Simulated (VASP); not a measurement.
# Ti3Al (Fm-3m) in VASP: notebook, part 2 of 2

VASP 6.6.1.

### Step 4. Single point, PBEsol

This run uses another cell than the first one, of 16.54 Å³/atom, 1.043 times its volume.

File INCAR:

```
ALGO     = Normal         # electronic algorithm
EDIFF    = 1E-6           # SCF threshold, eV
ENCUT    = 520            # plane-wave cutoff, eV
GGA      = PS             # functional
ISIF     = 2              # what is computed and relaxed
ISMEAR   = -1             # smearing method
LASPH    = T              # aspherical terms in the spheres
LCHARG   = F              # write CHGCAR
LREAL    = F              # projectors in reciprocal space
LWAVE    = F              # write WAVECAR
NBANDS   = 28             # bands
NELM     = 80             # most SCF steps
PREC     = Accurate       # precision mode
SIGMA    = 0.05           # smearing width, eV
```

File KPOINTS:

```
k-points
0
Gamma
  6 6 6
```

File POSCAR:

```
Ti3Al
1.0
    0.0000000000      3.2100905411      3.2100905411
    3.2100905411      0.0000000000      3.2100905411
    3.2100905411      3.2100905411      0.0000000000
Ti Al
3 1
Direct
    0.7500000000      0.7500000000      0.7500000000
    0.2500000000      0.2500000000      0.2500000000
    0.0000000000      0.0000000000      0.0000000000
    0.5000000000      0.5000000000      0.5000000000
```

Potentials or basis: VASP PAW PBE potentials, release 64 (Ti_sv, Al).

Run with:

```bash
$ cat potpaw_PBE.64/Ti_sv/POTCAR potpaw_PBE.64/Al/POTCAR > POTCAR
$ mpirun -np 1 vasp_std > vasp.out
```

OUTCAR:

```text
EDIFF = 1E-6
   ENCUT = 520
   GGA = PS
   ISIF = 2
   ISMEAR = -1
   LASPH = T
   LREAL = F
   NELM = 80
   PREC = Accurate

 ion  position               nearest neighbor table
   1  0.750  0.750  0.750-   4 2.78   4 2.78   4 2.78   3 2.78   4 2.78   3 2.78   3 2.78   3 2.78

   2  0.250  0.250  0.250-   3 2.78   3 2.78   3 2.78   3 2.78   4 2.78   4 2.78   4 2.78   4 2.78

   3  0.000  0.000  0.000-   1 2.78   1 2.78   1 2.78   1 2.78   2 2.78   2 2.78   2 2.78   2 2.78

   4  0.500  0.500  0.500-   2 2.78   2 2.78   2 2.78   1 2.78   2 2.78   1 2.78   1 2.78   1 2.78

  LATTYP: Found a face centered cubic cell.
 ALAT       =     6.4201810822

  Lattice vectors:

 A1 = (   0.0000000000,   3.2100905411,   3.2100905411)
 A2 = (   3.2100905411,   0.0000000000,   3.2100905411)
 A3 = (   3.2100905411,   3.2100905411,   0.0000000000)

Analysis of symmetry for initial positions (statically):
=====================================================================
 Subroutine PRICEL returns:
 Original cell was already a primitive cell.

 Routine SETGRP: Setting up the symmetry group for a
 face centered cubic supercell.

 Subroutine GETGRP returns: Found 48 space group operations
 (whereof 48 operations were pure point group operations)
 out of a pool of 48 trial point group operations.

The static configuration has the point symmetry O_h .

Analysis of symmetry for dynamics (positions and initial velocities):
=====================================================================
 Subroutine PRICEL returns:
 Original cell was already a primitive cell.

 Routine SETGRP: Setting up the symmetry group for a
 face centered cubic supercell.

 Subroutine GETGRP returns: Found 48 space group operations
 (whereof 48 operations were pure point group operations)
 out of a pool of 48 trial point group operations.

The dynamic configuration has the point symmetry O_h .

 Subroutine INISYM returns: Found 48 space group operations
 (whereof 48 operations are pure point group operations),
 and found     1 'primitive' translations

----------------------------------------------------------------------------------------

                                     Primitive cell

  volume of cell :      66.1579

  direct lattice vectors                    reciprocal lattice vectors
     0.000000000  3.210090541  3.210090541    -0.155758847  0.155758847  0.155758847
     3.210090541  0.000000000  3.210090541     0.155758847 -0.155758847  0.155758847
     3.210090541  3.210090541  0.000000000     0.155758847  0.155758847 -0.155758847

  length of vectors
     4.539753580  4.539753580  4.539753580     0.269782236  0.269782236  0.269782236

  position of ions in fractional coordinates (direct lattice)
     0.750000000  0.750000000  0.750000000
     0.250000000  0.250000000  0.250000000
     0.000000000  0.000000000  0.000000000
     0.500000000  0.500000000  0.500000000

  ion indices of the primitive-cell ions
   primitive index   ion index
                 1           1
                 2           2
                 3           3
                 4           4

----------------------------------------------------------------------------------------

 KPOINTS: k-points

Automatic generation of k-mesh.
 Grid dimensions read from file:
 generate k-points for:    6    6    6

 Generating k-lattice:

  Cartesian coordinates                     Fractional coordinates (reciprocal lattice)
    -0.025959808  0.025959808  0.025959808     0.166666667  0.000000000  0.000000000
     0.025959808 -0.025959808  0.025959808     0.000000000  0.166666667  0.000000000
     0.025959808  0.025959808 -0.025959808     0.000000000  0.000000000  0.166666667

  Length of vectors
     0.044963706  0.044963706  0.044963706

  Shift w.r.t. Gamma in fractional coordinates (k-lattice)
     0.000000000  0.000000000  0.000000000

 Subroutine IBZKPT returns following result:
 ===========================================

 Found     16 irreducible k-points:

 Following reciprocal coordinates:
            Coordinates               Weight
  0.000000  0.000000  0.000000      1.000000
  0.166667  0.000000  0.000000      8.000000
  0.333333  0.000000  0.000000      8.000000
  0.500000  0.000000  0.000000      4.000000
  0.166667  0.166667  0.000000      6.000000
  0.333333  0.166667  0.000000     24.000000
[... 8 lines left out ...]
 -0.333333  0.333333  0.166667     24.000000
 -0.333333  0.500000  0.166667     12.000000
   k-points           NKPTS =     16   k-points in BZ     NKDIM =     16   number of bands    NBANDS=     28
   number of dos      NEDOS =    301   number of ions     NIONS =      4
   total plane-waves  NPLWV =  46656
   dimension x,y,z NGX =    36 NGY =   36 NGZ =   36
   dimension x,y,z NGXF=    72 NGYF=   72 NGZF=   72
   ions per type =               3   1
   NGX,Y,Z   is equivalent  to a cutoff of  13.18, 13.18, 13.18 a.u.
   NGXF,Y,Z  is equivalent  to a cutoff of  26.37, 26.37, 26.37 a.u.
 SYSTEM =  unknown system
   PREC   = accura    normal or accurate (medium, high low for compatibility)
   ISTART =      0    job   : 0-new  1-cont  2-samecut
   ICHARG =      2    charge: 1-file 2-atom 10-const
   ISPIN  =      1    spin polarized calculation?
   LNONCOLLINEAR =      F non collinear calculations
   LSORBIT =      F    spin-orbit coupling
   LASPH  =      T    aspherical Exc in radial PAW
   ENCUT  =  520.0 eV  38.22 Ry    6.18 a.u.   8.44  8.44  8.44*2*pi/ulx,y,z
   NELM   =     80;   NELMIN=  2; NELMDL= -5     # of ELM steps
   EDIFF  = 0.1E-05   stopping-criterion for ELM
   LREAL  =      F    real-space projection
   EDIFFG = 0.1E-04   stopping-criterion for IOM
   NSW    =      0    number of steps for IOM
   IBRION =     -1    ionic relax: 0-MD 1-quasi-New 2-CG
   NFREE  =      0    steps in history (QN), initial steepest desc. (CG)
   ISIF   =      2    stress and relaxation
   ISYM   =      2    0-nonsym 1-usesym 2-fastsym
   POTIM  = 0.5000    time-step for ionic-motion
   TEBEG  =    0.0;   TEEND  =   0.0 temperature during run
   PSTRESS=    0.0 pullay stress
   NELECT =      39.0000    total number of electrons
   NUPDOWN=      -1.0000    fix difference up-down
   EMIN   =  10.00;   EMAX   =-10.00  energy-range for DOS
   EFERMI =   0.00;   METHOD = LEGACY
   ISMEAR =    -1;   SIGMA  =   0.05  broadening in eV -4-tet -1-fermi 0-gaus
   EFERMI_NEDOS =   21; number of points for ismear=-14 and -15
   IALGO  =     38    algorithm
   IMIX   =      4    mixing-type and parameters
     AMIX     =   0.40;   BMIX     =  1.00
     AMIX_MAG =   1.60;   BMIX_MAG =  1.00
  volume/ion in A,a.u.               =      16.54       111.61
  Fermi-wavevector in a.u.,A,eV,Ry     =   1.372679  2.593988 25.636757  1.884248
  Thomas-Fermi vector in A             =   2.498265
   LORBIT       =      0    0 simple, 1 ext, 2 COOP (PROOUT), +10 PAW based schemes
   GGA     = PS    functional components
   LHFCALC =     F    Hartree Fock is set to
   AEXX    =    0.0000 exact exchange contribution
   IVDW    =     0    specifies the selected vdW correction
   LEPSILON=     F    determine dielectric tensor
   LRPA    =     F    only Hartree local field effects (RPA)
 non-spin polarized calculation
  energy-cutoff  :      520.00
  volume of cell :       66.16
 maximum number of plane-waves:      1807
 NGX is ok and might be reduce to    36
   NGX = 17   NGY = 17   NGZ = 17

 number of electron      39.0000013 magnetization

 Free energy of the ion-electron system (eV)
  ---------------------------------------------------
  ext. energy  EPLUGINS =         0.00000000
  ---------------------------------------------------
  free energy    TOTEN  =       -29.70601949 eV

  energy without entropy =      -29.64673091  energy(sigma->0) =      -29.67637520

 E-fermi :   8.1732     XC(G=0): -11.4664

 val. band max:        8.1608487814   @ k =   0.3333   0.1667   0.0000
 cond. band min:       8.2051927897   @ k =   0.0000   0.0000   0.0000
 fundamental gap:      0.0443440083
 Fermi energy:         8.1731816542

 k-point     1 :       0.0000    0.0000    0.0000
  band No.  band energies     occupation
      1     -48.1506      2.00000
      2     -48.0770      2.00000
      3     -47.8464      2.00000
      4     -24.5432      2.00000
      5     -24.5432      2.00000
      6     -24.5432      2.00000
[... 20 lines left out ...]
     27      11.3219      0.00000
[... 443 lines left out ...]
      6     -24.5551      2.00000
[... 20 lines left out ...]
     27      10.8005      0.00000
     28      11.0198      0.00000

------------------------ aborting loop because EDIFF is reached ----------------------------------------

  FORCE on cell =-STRESS in cart. coord.  units (eV):
  Direction    XX          YY          ZZ          XY          YZ          ZX
  --------------------------------------------------------------------------------------
  -------------------------------------------------------------------------------------
  Total       -1.1746162     -1.1746162     -1.1746162     -0.0000000      0.0000000     -0.0000000
  in kB      -28.4462310    -28.4462310    -28.4462310     -0.0000000      0.0000000     -0.0000000
  external PRESSURE =     -28.4462310 kB  Pullay stress =       0.0000000 kB

 VOLUME and BASIS-vectors are now :
 -----------------------------------------------------------------------------
  energy-cutoff  :      520.00
  volume of cell :       66.16
      direct lattice vectors                 reciprocal lattice vectors
     0.000000000  3.210090541  3.210090541    -0.155758847  0.155758847  0.155758847
     3.210090541  0.000000000  3.210090541     0.155758847 -0.155758847  0.155758847
     3.210090541  3.210090541  0.000000000     0.155758847  0.155758847 -0.155758847

 POSITION                                       TOTAL-FORCE (eV/Angst)
 -----------------------------------------------------------------------------------
      4.81514      4.81514      4.81514        -0.000000     -0.000000     -0.000000
      1.60505      1.60505      1.60505         0.000000      0.000000      0.000000
      0.00000      0.00000      0.00000        -0.000000      0.000000      0.000000
      3.21009      3.21009      3.21009        -0.000000      0.000000      0.000000
 -----------------------------------------------------------------------------------
    total drift:                                0.000000      0.000000      0.000000

  FREE ENERGIE OF THE ION-ELECTRON SYSTEM (eV)
  ---------------------------------------------------
  free  energy   TOTEN  =       -29.7060194930 eV

  energy  without entropy=      -29.6467309129  energy(sigma->0) =      -29.67637520
```

Run time: 19 s. Hardware: 1 thread of Intel Xeon 6975P-C (Granite Rapids), shared host; peak memory 0.2 GiB.

Results:

- Free energy: -29.7060 eV
- Pressure: -2.8 GPa

Caveat: the PAW data sets were made with another functional, which shifts forces and pressure a little.

### Step 5. Single point, PBEsol

This run uses another cell than the first one, of 16.88 Å³/atom, 1.064 times its volume.

File INCAR:

```
SYSTEM = Ti3Al
PREC = Accurate
ENCUT = 520
EDIFF = 1E-6
ISMEAR = -1
SIGMA = 0.05
LREAL = .False.
LASPH = .True.
NELM = 60
ALGO = Normal
ISIF = 2
LWAVE = .False.
LCHARG = .False.
GGA = PS
NBANDS = 28
```

File KPOINTS:

```
regular mesh
0
Gamma
  6 6 6
  0 0 0
```

File POSCAR:

```
Ti3Al
1.0
    0.0000000000      3.2317810000      3.2317810000
    3.2317810000      0.0000000000      3.2317810000
    3.2317810000      3.2317810000      0.0000000000
Ti Al
3 1
Direct
    0.7500000000      0.7500000000      0.7500000000
    0.2500000000      0.2500000000      0.2500000000
    0.0000000000      0.0000000000      0.0000000000
    0.5000000000      0.5000000000      0.5000000000
```

Run with:

```bash
$ cat potpaw_PBE.64/Ti_sv/POTCAR potpaw_PBE.64/Al/POTCAR > POTCAR
$ mpirun -np 1 vasp_std > vasp.out
```

Wall time 19 s (1 thread of Intel Xeon 6975P-C (Granite Rapids), shared host); peak memory 0.2 GiB.

It converged, with:

```
Free energy : -29.6736 eV
Pressure    : -5.0 GPa
```

Levels at points of the mesh, in eV from the Fermi level:
| k point | band 17 | band 18 | band 19 | band 20 | band 21 | band 22 |
| --- | --- | --- | --- | --- | --- | --- |
| (0.00, 0.00, 0.00) | -1.62 | -1.62 | 0.03 | 0.03 | 0.03 | 2.26 |
| (0.50, 0.00, 0.00) | -0.36 | -0.29 | -0.29 | -0.04 | -0.04 | 0.78 |
| (0.50, 0.50, 0.00) | -0.60 | -0.60 | -0.09 | -0.08 | -0.08 | 1.14 |

Caveat: the PAW data sets were made with another functional, which shifts forces and pressure a little.

### Step 6. Single point, PBEsol

This run uses another cell than the first one, of 17.21 Å³/atom, 1.085 times its volume.

File INCAR:

```
PREC = Accurate
ENCUT = 520
EDIFF = 1E-6
ISMEAR = -1
SIGMA = 0.05
LREAL = F
LASPH = T
NELM = 60
ALGO = Normal
ISIF = 2
LWAVE = F
LCHARG = F
GGA = PS
NBANDS = 28
```

File KPOINTS:

```
regular mesh
0
Gamma
  6 6 6
```

File POSCAR:

```
Ti3Al
1.0
    0.0000000000      3.2531841469      3.2531841469
    3.2531841469      0.0000000000      3.2531841469
    3.2531841469      3.2531841469      0.0000000000
Ti Al
3 1
Direct
    0.7500000000      0.7500000000      0.7500000000
    0.2500000000      0.2500000000      0.2500000000
    0.0000000000      0.0000000000      0.0000000000
    0.5000000000      0.5000000000      0.5000000000
```

Potentials or basis: VASP PAW PBE potentials, release 64 (Ti_sv, Al).

Run with:

```bash
$ cat potpaw_PBE.64/Ti_sv/POTCAR potpaw_PBE.64/Al/POTCAR > POTCAR
$ mpirun -np 1 vasp_std > vasp.out
```

It took 20 s on 1 thread of Intel Xeon 6975P-C (Granite Rapids), shared host; peak memory 0.2 GiB.

The run converged. Its results:

```
Free energy : -29.6244 eV
Pressure    : -6.9 GPa
```

Levels at points of the mesh, in eV from the Fermi level:
| k point | band 16 | band 17 | band 18 | band 19 | band 20 | band 21 | band 22 | band 23 |
| --- | --- | --- | --- | --- | --- | --- | --- | --- |
| (0.00, 0.00, 0.00) | -1.64 | -1.56 | -1.56 | 0.02 | 0.02 | 0.02 | 2.21 | 2.21 |
| (0.50, 0.00, 0.00) | -1.80 | -0.36 | -0.28 | -0.28 | -0.04 | -0.04 | 0.76 | 1.00 |
| (0.50, 0.50, 0.00) | -1.88 | -0.61 | -0.61 | -0.07 | -0.07 | -0.07 | 1.13 | 1.17 |

Caveat: the PAW data sets were made with another functional, which shifts forces and pressure a little.

### Step 7. Overview

```csv
cell,gap on the mesh (eV),pressure (GPa)
"a = 4.477 Å, angles 60.0°, 4 atoms",none,2.1
"a = 4.509 Å, angles 60.0°, 4 atoms",none,-0.5
"a = 4.540 Å, angles 60.0°, 4 atoms",none,-2.8
"a = 4.570 Å, angles 60.0°, 4 atoms",none,-5.0
"a = 4.601 Å, angles 60.0°, 4 atoms",none,-6.9
```

Alike in all rows: task single point; level PBEsol; potentials or basis VASP PAW PBE potentials, release 64 (Ti_sv, Al); no spin polarisation; k mesh 6 × 6 × 6; cutoff (eV) 520; smearing fermi-dirac 0.05 eV.

Caveats: the PAW data sets were made with another functional, which shifts forces and pressure a little.

Absolute energies hang on the potentials; compare differences alone.
